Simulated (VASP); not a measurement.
Input of a VASP 6.6.1 run:

The input POSCAR:

```
GaN
1.0
    0.0000000000      2.2684248875      2.2684248875
    2.2684248875      0.0000000000      2.2684248875
    2.2684248875      2.2684248875      0.0000000000
Ga N
1 1
Direct
    0.0000000000      0.0000000000      0.0000000000
    0.2500000000      0.2500000000      0.2500000000
```

Contents of INCAR.step1:

```
SYSTEM = GaN
PREC     = Accurate       ! precision mode
ENCUT    = 520            ! plane-wave cutoff, eV
EDIFF    = 1E-5           ! SCF threshold, eV
ISMEAR   = -1             ! smearing method
SIGMA    = 0.05           ! smearing width, eV
LREAL    = .FALSE.        ! projectors in reciprocal space
LASPH    = .TRUE.         ! aspherical terms in the spheres
NELM     = 80             ! most SCF steps
ALGO     = Normal         ! electronic algorithm
ISIF     = 2              ! what is computed and relaxed
LWAVE    = .TRUE.         ! write WAVECAR
NBANDS   = 16             ! bands
GGA      = PE             ! functional
```

Contents of INCAR.step2:

```
SYSTEM = GaN
PREC     = Accurate       ! precision mode
ENCUT    = 520            ! plane-wave cutoff, eV
EDIFF    = 1E-6           ! SCF threshold, eV
ISMEAR   = -1             ! smearing method
SIGMA    = 0.05           ! smearing width, eV
LREAL    = .FALSE.        ! projectors in reciprocal space
LASPH    = .TRUE.         ! aspherical terms in the spheres
NELM     = 80             ! most SCF steps
ALGO     = Normal         ! electronic algorithm
ISIF     = 2              ! what is computed and relaxed
LWAVE    = .FALSE.        ! write WAVECAR
LCHARG   = .TRUE.         ! write CHGCAR
METAGGA  = R2SCAN         ! meta-GGA
LHFCALC  = .TRUE.         ! exact exchange
AEXX     = 0.1            ! exact-exchange fraction
LMIXTAU  = .TRUE.       
PRECFOCK = Normal       
LELF     = .TRUE.         ! ELF
LVHAR    = .TRUE.       
NBANDS   = 16             ! bands
ISTART   = 1
```

File KPOINTS:

```
Automatic mesh
0
G
  5 5 5
  0 0 0
```

Potentials or basis: VASP PAW PBE potentials, release 64 (Ga_d, N).

The run is started by

```sh
$ cat potpaw_PBE.64/Ga_d/POTCAR potpaw_PBE.64/N/POTCAR > POTCAR
$ cp INCAR.step1 INCAR
$ mpirun -np 1 vasp_std > vasp.out
$ cp INCAR.step2 INCAR
$ mpirun -np 1 vasp_std > vasp.out
```

Problem. Estimate the pressure.

Solution. -5.4 GPa.

Problem. Estimate the band gap on the k mesh.

Solution. 2.72 eV.

Caveat: the k points lie up to 0.48 Å⁻¹ apart; the PAW data sets were made with another functional, which shifts forces and pressure a little.
